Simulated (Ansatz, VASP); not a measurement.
**Two plane-wave programs on NaF**

```
Na F
1.0
     0.00000    2.37301    2.37301
     2.37301    0.00000    2.37301
     2.37301    2.37301    0.00000
Na F
1 1
Cartesian
  0.0000 0.0000 0.0000
  2.3730 2.3730 2.3730
```

Alike in both runs: task single point; functional PBE; k mesh 8 × 8 × 8; no spin polarisation.

|  | VASP | Ansatz |
| --- | --- | --- |
| version | VASP 6.6.1 | Ansatz 0.2.0 |
| potentials or method | VASP PAW PBE potentials, release 64 (Na_pv, F) | plane waves, PAW |
| plane-wave cutoff (eV) | 520 | 420 |
| occupations | gaussian, width 0.01 eV | fixed |
| valence electrons in the cell | 14 | 16 |

|  | VASP | Ansatz | Ansatz less VASP |
| --- | --- | --- | --- |
| gap on the k mesh at the Fermi level (eV) | 5.93 | 5.94 | +0.015 |
| pressure (GPa) | -1.4 | -1.2 | +0.18 |

VASP's potentials hold 14 valence electrons a cell and Ansatz's 16, so a difference there can come from the potentials and not from the codes.
